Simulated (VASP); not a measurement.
Input of a VASP 6.6.1 run:

File POSCAR:

```
Ge
1.0
   -2.4958980000      2.6508630000      1.4369470000
    2.4958980000     -2.6508630000      1.4369470000
    2.4958980000      2.6508630000     -1.4369470000
Ge
2
Direct
    0.3140570000      0.0640570000      0.2500000000
    0.6859430000      0.9359430000      0.7500000000
```

The input INCAR.step1:

```
SYSTEM = Ge
ALGO = Normal
EDIFF = 1E-4
ENCUT = 520
GGA = PE
ISMEAR = -1
LASPH = .True.
LCHARG = .False.
LREAL = .False.
LWAVE = .True.
NBANDS = 21
NELM = 100
PREC = Accurate
SIGMA = 0.05
```

The input INCAR.step2:

```
SYSTEM = Ge
ALGO = Normal
EDIFF = 1E-6
ENCUT = 520
ISIF = 2
ISMEAR = -1
ISTART = 1
LASPH = .True.
LCHARG = .False.
LMIXTAU = .True.
LREAL = .False.
LWAVE = .False.
METAGGA = R2SCAN
NBANDS = 21
NELM = 100
PREC = Accurate
SIGMA = 0.05
```

KPOINTS

```
k-points
0
Gamma
  8 8 8
  0 0 0
```

Potentials or basis: VASP PAW PBE potentials, release 64 (Ge_d).

Command:

```console
$ cat potpaw_PBE.64/Ge_d/POTCAR > POTCAR
$ cp INCAR.step1 INCAR
$ mpirun -np 1 vasp_std > vasp.out
$ cp INCAR.step2 INCAR
$ mpirun -np 1 vasp_std > vasp.out
```

Question: Estimate the largest force.

Answer: 0.045 eV/Å.

Question: Predict the band gap on the k mesh.

Answer: Zero (bands 14 and 15 overlap by 5.42 eV).

Question: Predict the pressure.

Answer: -1.7 GPa.

Stress tensor (GPa, compression positive):
```
-2.16  0.00  0.00
 0.00 -2.88  0.00
 0.00  0.00 -0.13
```

Caveat: the PAW data sets were made with another functional, which shifts forces and pressure a little.
